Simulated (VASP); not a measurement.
# KBr (Cmmm) in VASP: settings compared

The runs below take KBr through single point, with PBE, r2SCAN, HSE06.

Everything below comes from runs of VASP 6.6.1. Logs are shortened: lines on timing, memory, paths and dates and some standing lists are left out, and cuts for length are marked.

**1. The cell of the first run**

It takes space group Cmmm (No. 65, orthorhombic). Conventional cell: a = 5.609 Å, b = 5.638 Å, c = 3.976 Å, α = 90.00°, β = 90.00°, γ = 90.00°. K (site symmetry mmm) has 8 Br at 3.44 to 3.45 Å and 6 K at 3.98 Å within 4.5 Å. Br (site symmetry mmm) has 8 K at 3.44 to 3.45 Å and 6 Br at 3.98 Å within 4.5 Å.

**2. Single point, PBE (shear xy strain -0.5%)**

Contents of INCAR:

```
SYSTEM = KBr
PREC = Accurate ; ENCUT = 520
EDIFF = 1E-6 ; ISMEAR = -1
SIGMA = 0.02 ; LREAL = .False.
LASPH = .True. ; NELM = 80
ALGO = Normal ; ISIF = 2
LWAVE = .False. ; LCHARG = .True.
GGA = PE ; LELF = .True.
LVHAR = .True. ; NBANDS = 15
```

Contents of KPOINTS:

```
regular mesh
0
Gamma
  6 6 6
  0 0 0
```

Contents of POSCAR:

```
KBr
1.0
    3.9762553130     -0.0101394510      0.0000000000
   -0.0101394510      3.9762553130      0.0000000000
    0.0000000000      0.0000000000      3.9762553130
K Br
1 1
Direct
    0.0000000000      0.0000000000      0.0000000000
    0.5000000000      0.5000000000      0.5000000000
```

Potentials or basis: VASP PAW PBE potentials, release 64 (K_sv, Br).

Launch:

```sh
$ cat potpaw_PBE.64/K_sv/POTCAR potpaw_PBE.64/Br/POTCAR > POTCAR
$ mpirun -np 1 vasp_std > vasp.out
```

OUTCAR:

```text
SYSTEM = KBr
   PREC = Accurate
   ENCUT = 520
   EDIFF = 1E-6
   ISMEAR = -1
   LREAL = .False.
   LASPH = .True.
   NELM = 80
   ISIF = 2
   GGA = PE

 ion  position               nearest neighbor table
   1  0.000  0.000  0.000-
   2  0.500  0.500  0.500-

  LATTYP: Found a base centered orthorhombic cell.
 ALAT       =     5.6089348420
 B/A-ratio  =     1.0051130382
 C/A-ratio  =     0.7089145132

  Lattice vectors:

 A1 = (   3.9762553130,  -0.0101394510,   0.0000000000)
 A2 = (  -0.0101394510,   3.9762553130,   0.0000000000)
 A3 = (   0.0000000000,   0.0000000000,   3.9762553130)

Analysis of symmetry for initial positions (statically):
=====================================================================
 Subroutine PRICEL returns:
 Original cell was already a primitive cell.

 Routine SETGRP: Setting up the symmetry group for a
 base centered orthorhombic supercell.

 Subroutine GETGRP returns: Found  8 space group operations
 (whereof  8 operations were pure point group operations)
 out of a pool of  8 trial point group operations.

The static configuration has the point symmetry D_2h.

Analysis of symmetry for dynamics (positions and initial velocities):
=====================================================================
 Subroutine PRICEL returns:
 Original cell was already a primitive cell.

 Routine SETGRP: Setting up the symmetry group for a
 base centered orthorhombic supercell.

 Subroutine GETGRP returns: Found  8 space group operations
 (whereof  8 operations were pure point group operations)
 out of a pool of  8 trial point group operations.

The dynamic configuration has the point symmetry D_2h.

 Subroutine INISYM returns: Found  8 space group operations
 (whereof  8 operations are pure point group operations),
 and found     1 'primitive' translations

----------------------------------------------------------------------------------------

                                     Primitive cell

  volume of cell :      62.8666

  direct lattice vectors                    reciprocal lattice vectors
     3.976255313 -0.010139451  0.000000000     0.251494540  0.000641311  0.000000000
    -0.010139451  3.976255313  0.000000000     0.000641311  0.251494540  0.000000000
     0.000000000  0.000000000  3.976255313     0.000000000  0.000000000  0.251492905

  length of vectors
     3.976268241  3.976268241  3.976255313     0.251495358  0.251495358  0.251492905

  position of ions in fractional coordinates (direct lattice)
     0.000000000  0.000000000  0.000000000
     0.500000000  0.500000000  0.500000000

  ion indices of the primitive-cell ions
   primitive index   ion index
                 1           1
                 2           2

----------------------------------------------------------------------------------------

 KPOINTS: regular mesh

Automatic generation of k-mesh.
 Grid dimensions read from file:
 generate k-points for:    6    6    6

 Generating k-lattice:

  Cartesian coordinates                     Fractional coordinates (reciprocal lattice)
     0.041915757  0.000106885  0.000000000     0.166666667  0.000000000  0.000000000
     0.000106885  0.041915757  0.000000000     0.000000000  0.166666667  0.000000000
     0.000000000  0.000000000  0.041915484     0.000000000  0.000000000  0.166666667

  Length of vectors
     0.041915893  0.041915893  0.041915484

  Shift w.r.t. Gamma in fractional coordinates (k-lattice)
     0.000000000  0.000000000  0.000000000

 Subroutine IBZKPT returns following result:
 ===========================================

 Found     52 irreducible k-points:

 Following reciprocal coordinates:
            Coordinates               Weight
  0.000000  0.000000  0.000000      1.000000
  0.166667  0.000000  0.000000      4.000000
  0.333333  0.000000  0.000000      4.000000
  0.500000  0.000000  0.000000      2.000000
  0.166667  0.166667  0.000000      2.000000
  0.333333  0.166667  0.000000      4.000000
[... 16 lines left out ...]
  0.333333  0.333333  0.166667      4.000000
  0.500000  0.333333  0.166667      8.000000
 [... further k-points ...]
   k-points           NKPTS =     52   k-points in BZ     NKDIM =     52   number of bands    NBANDS=     15
   number of dos      NEDOS =    301   number of ions     NIONS =      2
   total plane-waves  NPLWV =  27000
   dimension x,y,z NGX =    30 NGY =   30 NGZ =   30
   dimension x,y,z NGXF=    60 NGYF=   60 NGZF=   60
   ions per type =               1   1
   NGX,Y,Z   is equivalent  to a cutoff of  12.54, 12.54, 12.54 a.u.
   NGXF,Y,Z  is equivalent  to a cutoff of  25.09, 25.09, 25.09 a.u.
 SYSTEM =  KBr
   PREC   = accura    normal or accurate (medium, high low for compatibility)
   ISTART =      0    job   : 0-new  1-cont  2-samecut
   ICHARG =      2    charge: 1-file 2-atom 10-const
   ISPIN  =      1    spin polarized calculation?
   LNONCOLLINEAR =      F non collinear calculations
   LSORBIT =      F    spin-orbit coupling
   LASPH  =      T    aspherical Exc in radial PAW
   ENCUT  =  520.0 eV  38.22 Ry    6.18 a.u.   7.39  7.39  7.39*2*pi/ulx,y,z
   NELM   =     80;   NELMIN=  2; NELMDL= -5     # of ELM steps
   EDIFF  = 0.1E-05   stopping-criterion for ELM
   LREAL  =      F    real-space projection
[... 7 lines left out ...]
   TEBEG  =    0.0;   TEEND  =   0.0 temperature during run
   PSTRESS=    0.0 pullay stress
   NELECT =      16.0000    total number of electrons
   NUPDOWN=      -1.0000    fix difference up-down
   EMIN   =  10.00;   EMAX   =-10.00  energy-range for DOS
   EFERMI =   0.00;   METHOD = LEGACY
   ISMEAR =    -1;   SIGMA  =   0.02  broadening in eV -4-tet -1-fermi 0-gaus
   EFERMI_NEDOS =   21; number of points for ismear=-14 and -15
   IALGO  =     38    algorithm
   IMIX   =      4    mixing-type and parameters
     AMIX     =   0.40;   BMIX     =  1.00
     AMIX_MAG =   1.60;   BMIX_MAG =  1.00
  volume/ion in A,a.u.               =      31.43       212.12
  Fermi-wavevector in a.u.,A,eV,Ry     =   1.037468  1.960531 14.644501  1.076340
  Thomas-Fermi vector in A             =   2.171907
   LORBIT       =      0    0 simple, 1 ext, 2 COOP (PROOUT), +10 PAW based schemes
   GGA     = PE    functional components
   LHFCALC =     F    Hartree Fock is set to
   AEXX    =    0.0000 exact exchange contribution
   IVDW    =     0    specifies the selected vdW correction
   LEPSILON=     F    determine dielectric tensor
   LRPA    =     F    only Hartree local field effects (RPA)
 non-spin polarized calculation
  energy-cutoff  :      520.00
  volume of cell :       62.87
 maximum number of plane-waves:      1743
 NGX is ok and might be reduce to    30
   NGX = 15   NGY = 15   NGZ = 15

 number of electron      15.9999996 magnetization

 Free energy of the ion-electron system (eV)
  ---------------------------------------------------
  ext. energy  EPLUGINS =         0.00000000
  ---------------------------------------------------
  free energy    TOTEN  =        -6.06979407 eV

  energy without entropy =       -6.06979407  energy(sigma->0) =       -6.06979407

 E-fermi :   0.0276     XC(G=0):  -8.0366

 val. band max:       -0.5084065616   @ k =   0.5000   0.5000   0.0000
 cond. band min:       3.5140481078   @ k =   0.0000   0.0000   0.0000
 fundamental gap:      4.0224546693
 Fermi energy:         0.0275580077

 k-point     1 :       0.0000    0.0000    0.0000
  band No.  band energies     occupation
      1     -29.1081      2.00000
      2     -13.3891      2.00000
      3     -12.5288      2.00000
      4     -12.5287      2.00000
      5     -12.5287      2.00000
      6      -0.7890      2.00000
      7      -0.7854      2.00000
      8      -0.7819      2.00000
      9       3.5140      0.00000
     10       5.2828      0.00000
     11       5.2830      0.00000
     12       9.2398      0.00000
     13       9.2535      0.00000
     14       9.2682      0.00000
     15      11.9793      0.00000

 k-point     2 :       0.1667    0.0000    0.0000
  band No.  band energies     occupation
      1     -29.1050      2.00000
      2     -13.4358      2.00000
      3     -12.5229      2.00000
      4     -12.5229      2.00000
      5     -12.4763      2.00000
      6      -1.3720      2.00000
      7      -0.7805      2.00000
      8      -0.7805      2.00000
      9       4.1576      0.00000
     10       5.5025      0.00000
     11       5.8923      0.00000
     12       9.1754      0.00000
     13       9.1755      0.00000
     14       9.3742      0.00000
     15      10.9858      0.00000

 k-point     3 :       0.3333    0.0000    0.0000
  band No.  band energies     occupation
      1     -29.0986      2.00000
      2     -13.5244      2.00000
      3     -12.5113      2.00000
      4     -12.5112      2.00000
      5     -12.3721      2.00000
      6      -2.2454      2.00000
      7      -0.7715      2.00000
      8      -0.7715      2.00000
      9       5.3530      0.00000
     10       6.1151      0.00000
     11       7.0727      0.00000
     12       9.1619      0.00000
     13       9.1632      0.00000
     14       9.3564      0.00000
     15       9.6501      0.00000
[... 343 lines left out ...]
 k-point    23 :       0.3333    0.3333    0.1667
  band No.  band energies     occupation
      1     -29.0868      2.00000
      2     -13.2887      2.00000
      3     -12.6459      2.00000
      4     -12.5486      2.00000
      5     -12.4742      2.00000
      6      -1.9050      2.00000
      7      -1.7648      2.00000
      8      -1.0624      2.00000
      9       5.8782      0.00000
     10       6.8476      0.00000
     11       7.4467      0.00000
     12       7.5717      0.00000
     13       8.6165      0.00000
     14       8.9283      0.00000
     15      10.9602      0.00000

 k-point    24 :       0.5000    0.3333    0.1667
  band No.  band energies     occupation
      1     -29.0838      2.00000
      2     -13.2205      2.00000
      3     -12.6406      2.00000
      4     -12.5677      2.00000
      5     -12.5360      2.00000
      6      -2.1262      2.00000
      7      -1.7353      2.00000
      8      -1.0143      2.00000
      9       5.5532      0.00000
     10       6.8714      0.00000
     11       7.2579      0.00000
     12       7.7851      0.00000
     13       9.0295      0.00000
     14       9.3132      0.00000
     15      10.6859      0.00000

 [... further k-points ...]

------------------------ aborting loop because EDIFF is reached ----------------------------------------

  FORCE on cell =-STRESS in cart. coord.  units (eV):
  Direction    XX          YY          ZZ          XY          YZ          ZX
  --------------------------------------------------------------------------------------
  -------------------------------------------------------------------------------------
  Total        0.3441412      0.3441412      0.3441761      0.0110263      0.0000000      0.0000000
  in kB        8.7705604      8.7705604      8.7714490      0.2810092      0.0000000      0.0000000
  external PRESSURE =       8.7708566 kB  Pullay stress =       0.0000000 kB

 VOLUME and BASIS-vectors are now :
 -----------------------------------------------------------------------------
  energy-cutoff  :      520.00
  volume of cell :       62.87
      direct lattice vectors                 reciprocal lattice vectors
     3.976255313 -0.010139451  0.000000000     0.251494540  0.000641311  0.000000000
    -0.010139451  3.976255313  0.000000000     0.000641311  0.251494540  0.000000000
     0.000000000  0.000000000  3.976255313     0.000000000  0.000000000  0.251492905

 POSITION                                       TOTAL-FORCE (eV/Angst)
 -----------------------------------------------------------------------------------
      0.00000      0.00000      0.00000        -0.000000      0.000000      0.000000
      1.98306      1.98306      1.98813         0.000000      0.000000      0.000000
 -----------------------------------------------------------------------------------
    total drift:                                0.000000      0.000000     -0.000000

  FREE ENERGIE OF THE ION-ELECTRON SYSTEM (eV)
  ---------------------------------------------------
  free  energy   TOTEN  =        -6.0697940732 eV

  energy  without entropy=       -6.0697940732  energy(sigma->0) =       -6.06979407
```

It took 48 s on 1 thread of Oxide Virtual Turin-like, shared host; peak memory 0.16 GiB.

What came out:

```
Free energy            : -6.0698 eV
Pressure               : 0.9 GPa
Band gap on the k mesh : 4.02 eV (least direct gap 4.30 eV)
```

Levels at points of the mesh, in eV from the valence-band top:
```tsv
k point	band 6	band 7	band 8	band 9	band 10	band 11
(0.00, 0.00, 0.00)	-0.28	-0.28	-0.27	4.02	5.79	5.79
(0.50, 0.00, 0.00)	-2.10	-0.26	-0.26	6.67	7.18	7.93
(0.50, 0.50, 0.00)	-1.49	-1.48	0.00	5.23	6.54	8.07
(0.00, 0.00, 0.50)	-2.10	-0.27	-0.25	6.67	7.18	7.93
(0.50, 0.00, 0.50)	-1.48	-1.48	0.00	5.23	6.54	8.07
(0.50, 0.50, 0.50)	-1.55	-1.55	-1.55	7.49	7.51	7.54
```

Caveat: the cell differs from its parent crystal (shear xy strain -0.5%); the structure was generated, so it needn't be the stable form of KBr. A k mesh can miss the band edges.

**3. Single point, r2SCAN (shear xy strain -0.5%)**

POSCAR is that of step 2.

Contents of INCAR.step1:

```
PREC     = Accurate       # precision mode
ENCUT    = 520            # plane-wave cutoff, eV
ISMEAR   = 0              # smearing method
SIGMA    = 0.01           # smearing width, eV
LREAL    = F              # projectors in reciprocal space
LASPH    = T              # aspherical terms in the spheres
NELM     = 100            # most SCF steps
NBANDS   = 15             # bands
GGA      = PE             # functional
ALGO     = Normal         # electronic algorithm
EDIFF    = 1E-4           # SCF threshold, eV
LWAVE    = T              # write WAVECAR
LCHARG   = F              # write CHGCAR
```

Contents of INCAR.step2:

```
PREC     = Accurate       # precision mode
ENCUT    = 520            # plane-wave cutoff, eV
EDIFF    = 1E-6           # SCF threshold, eV
ISMEAR   = 0              # smearing method
SIGMA    = 0.01           # smearing width, eV
LREAL    = F              # projectors in reciprocal space
LASPH    = T              # aspherical terms in the spheres
NELM     = 100            # most SCF steps
ALGO     = Normal         # electronic algorithm
ISIF     = 2              # what is computed and relaxed
LWAVE    = F              # write WAVECAR
LCHARG   = T              # write CHGCAR
METAGGA  = R2SCAN         # meta-GGA
LMIXTAU  = T            
LELF     = T              # ELF
LVHAR    = T            
NBANDS   = 15             # bands
ISTART   = 1
```

Contents of KPOINTS:

```
Automatic mesh
0
Gamma
  6 6 6
```

Potentials or basis: VASP PAW PBE potentials, release 64 (K_sv, Br).

Launch:

```sh
$ cat potpaw_PBE.64/K_sv/POTCAR potpaw_PBE.64/Br/POTCAR > POTCAR
$ cp INCAR.step1 INCAR
$ mpirun -np 1 vasp_std > vasp.out
$ cp INCAR.step2 INCAR
$ mpirun -np 1 vasp_std > vasp.out
```

Run time: 3.6 min. Hardware: 1 thread of Oxide Virtual Turin-like, shared host; peak memory 0.17 GiB.

The run converged. Its results:

| Quantity | Value |
| --- | --- |
| Free energy | -23.1436 eV |
| Pressure | 0.0 GPa |
| Band gap on the k mesh | 4.77 eV (least direct gap 5.05 eV) |

Levels at points of the mesh, in eV from the valence-band top:
| k point | band 4 | band 5 | band 6 | band 7 | band 8 | band 9 | band 10 | band 11 | band 12 | band 13 |
| --- | --- | --- | --- | --- | --- | --- | --- | --- | --- | --- |
| (0.00, 0.00, 0.00) | -12.40 | -12.40 | -0.28 | -0.28 | -0.28 | 4.77 | 6.35 | 6.35 | 10.54 | 10.55 |
| (0.50, 0.00, 0.00) | -12.37 | -12.19 | -2.09 | -0.26 | -0.26 | 7.40 | 7.78 | 8.67 | 9.59 | 10.62 |
| (0.50, 0.50, 0.00) | -12.56 | -12.36 | -1.51 | -1.50 | 0.00 | 5.84 | 7.27 | 8.79 | 8.79 | 11.44 |
| (0.00, 0.00, 0.50) | -12.37 | -12.19 | -2.09 | -0.26 | -0.25 | 7.40 | 7.78 | 8.67 | 9.59 | 10.60 |
| (0.50, 0.00, 0.50) | -12.56 | -12.36 | -1.50 | -1.50 | 0.00 | 5.84 | 7.27 | 8.79 | 8.79 | 11.46 |
| (0.50, 0.50, 0.50) | -12.52 | -12.52 | -1.56 | -1.56 | -1.56 | 8.12 | 8.15 | 8.17 | 10.39 | 10.41 |

Caveat: the cell differs from its parent crystal (shear xy strain -0.5%); the structure was generated, so it needn't be the stable form of KBr; the PAW data sets were made with another functional, which shifts forces and pressure a little.

**4. Single point, HSE06 (shear xy strain -0.5%)**

POSCAR is that of step 3.

Contents of INCAR.step1:

```
PREC = Accurate ; ENCUT = 520
EDIFF = 1E-5 ; ISMEAR = 0
SIGMA = 0.01 ; LREAL = False
LASPH = True ; NELM = 100
ALGO = Normal ; ISIF = 2
LWAVE = True ; LCHARG = False
GGA = PE ; NBANDS = 15
```

Contents of INCAR.step2:

```
PREC = Accurate ; ENCUT = 520
EDIFF = 1E-6 ; ISMEAR = 0
SIGMA = 0.01 ; LREAL = False
LASPH = True ; NELM = 100
ALGO = Normal ; ISIF = 2
LWAVE = False ; LCHARG = False
GGA = PE ; LHFCALC = True
HFSCREEN = 0.2079 ; PRECFOCK = Normal
ISTART = 1 ; NBANDS = 15
```

Contents of KPOINTS:

```
regular mesh
0
Gamma
  4 4 4
```

Launch:

```sh
$ cat potpaw_PBE.64/K_sv/POTCAR potpaw_PBE.64/Br/POTCAR > POTCAR
$ cp INCAR.step1 INCAR
$ mpirun -np 1 vasp_std > vasp.out
$ cp INCAR.step2 INCAR
$ mpirun -np 1 vasp_std > vasp.out
```

It took 21 min on 1 thread of Oxide Virtual Turin-like, shared host; peak memory 0.26 GiB.

It converged, with:

| Quantity | Value |
| --- | --- |
| Free energy | -7.0230 eV |
| Pressure | 0.5 GPa |
| Band gap on the k mesh | 5.19 eV (least direct gap 5.49 eV) |

Levels at points of the mesh, in eV from the valence-band top:
| k point | band 6 | band 7 | band 8 | band 9 | band 10 | band 11 |
| --- | --- | --- | --- | --- | --- | --- |
| (0.00, 0.00, 0.00) | -0.30 | -0.30 | -0.30 | 5.19 | 7.04 | 7.04 |
| (0.50, 0.00, 0.00) | -2.22 | -0.27 | -0.27 | 7.89 | 8.61 | 9.30 |
| (0.50, 0.50, 0.00) | -1.60 | -1.59 | 0.00 | 6.42 | 7.87 | 9.54 |
| (0.00, 0.00, 0.50) | -2.22 | -0.28 | -0.26 | 7.89 | 8.61 | 9.30 |
| (0.50, 0.00, 0.50) | -1.60 | -1.60 | 0.00 | 6.42 | 7.87 | 9.54 |
| (0.50, 0.50, 0.50) | -1.65 | -1.65 | -1.65 | 8.68 | 8.71 | 8.73 |

Caveat: the cell differs from its parent crystal (shear xy strain -0.5%); the structure was generated, so it needn't be the stable form of KBr; the PAW data sets were made with another functional, which shifts forces and pressure a little.

**5. Summary**

```csv
level,k mesh,smearing,grid for exact exchange (PRECFOCK),share of exact exchange,screening parameter,gap on the mesh (eV),pressure (GPa)
PBE,6 × 6 × 6,fermi-dirac 0.02 eV,-,-,-,4.02,0.9
r2SCAN,6 × 6 × 6,gaussian 0.01 eV,-,-,-,4.77,0.0
HSE06,4 × 4 × 4,gaussian 0.01 eV,Normal,0.25,0.2079 1/Å,5.19,0.5
```

Alike in all rows: task single point; potentials or basis VASP PAW PBE potentials, release 64 (K_sv, Br); no spin polarisation; cell as given; cutoff (eV) 520.

Caveats: the structure was generated, so it needn't be the stable form of KBr; the PAW data sets were made with another functional, which shifts forces and pressure a little (at least some runs).

Total energies depend on the potentials used, so only differences within one code and one set of settings carry meaning.
